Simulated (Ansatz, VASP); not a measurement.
## One calculation of P2Rh2W, two programs

```
CELL_PARAMETERS angstrom
0.00000 3.59159 0.00000
3.59159 0.00000 0.00000
1.79579 1.79579 -6.00416
ATOMIC_POSITIONS crystal
W 0.00000 0.00000 0.00000
Rh 0.75000 0.25000 0.50000
Rh 0.25000 0.75000 0.50000
P 0.36000 0.36000 0.28000
P 0.64000 0.64000 0.72000
```

Alike in both runs: task single point; functional r2SCAN; k mesh 5 × 5 × 5; occupations gaussian, width 0.0137 eV; no spin polarisation; Hubbard terms Rh d U = 3.86 eV, J = 0.7 eV.

|  | VASP | Ansatz |
| --- | --- | --- |
| version | VASP 6.6.1 | Ansatz 0.2.0 |
| potentials or method | VASP PAW PBE potentials, release 64 (W_sv, Rh_pv, P), cutoff 520 eV | PAW plane waves |
| valence electrons in the cell | 54 | 58 |

Ansatz gave:

```
gap on the k mesh at the Fermi level (eV)                     : none
pressure (GPa)                                                : 7.3
traceless stress, the component that is largest in VASP (GPa) : -14.34
rms of the force components (eV/Å)                            : 1.695
```

Question: What did VASP give for the same quantities?

Answer: gap on the k mesh at the Fermi level (eV): none; pressure (GPa): 4.0; traceless stress, the component that is largest in VASP (GPa): -13.66; rms of the force components (eV/Å): 1.507.

VASP's potentials were made for PBE, not for r2SCAN. The programs project onto different local orbitals, so the same U acts differently, and such runs can settle in different states. Atom by atom the forces differ by 0.188 eV/Å (rms over components). A gap of «none» marks a metal or a gap that the smearing closes. VASP's potentials hold 54 valence electrons a cell and Ansatz's 58, so a difference there can come from the potentials and not from the codes. Ansatz's warnings: filled band counts differ across k points.

The k mesh is coarse, so the values compare programs but aren't converged. Spin-orbit coupling is off throughout.
